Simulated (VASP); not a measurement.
A run of VASP 6.6.1 is set up as follows.

File INCAR:

```
PREC = Accurate ; ENCUT = 520
EDIFF = 1E-6 ; ISMEAR = 0
SIGMA = 0.05 ; LREAL = F
LASPH = T ; NELM = 150
ALGO = Normal ; ISIF = 2
LWAVE = F ; LCHARG = F
ISPIN = 2 ; MAGMOM = 7 -7
LORBIT = 11 ; LMAXMIX = 6
GGA = PE ; NBANDS = 29
```

File KPOINTS:

```
regular mesh
0
Gamma
  14 14 7
```

POSCAR

```
Gd
1.0
    0.0000000000      2.5408337054      2.5408337054
    2.5408337054      0.0000000000      2.5408337054
    5.0816674108      5.0816674108      0.0000000000
Gd
2
Direct
    0.0000000000      0.0000000000      0.0000000000
    0.0000000000      0.0000000000      0.5000000000
```

Potentials or basis: VASP PAW PBE potentials, release 64 (Gd).

The run is started by

```console
$ cat potpaw_PBE.64/Gd/POTCAR > POTCAR
$ mpirun -np 1 vasp_std > vasp.out
```

**Question.** What does it give for the site moments?

**Answer.** Gd +6.93, -6.93 μB.

**Question.** What does it give for the net moment?

**Answer.** 0.00 μB per cell.

**Question.** What does it give for the pressure?

**Answer.** -1.8 GPa.

Stress tensor (GPa, compression positive):
```
-1.82  0.25 -0.25
 0.25 -1.82 -0.25
-0.25 -0.25 -1.82
```

 The state reached can hang on the start; a lower one may exist.
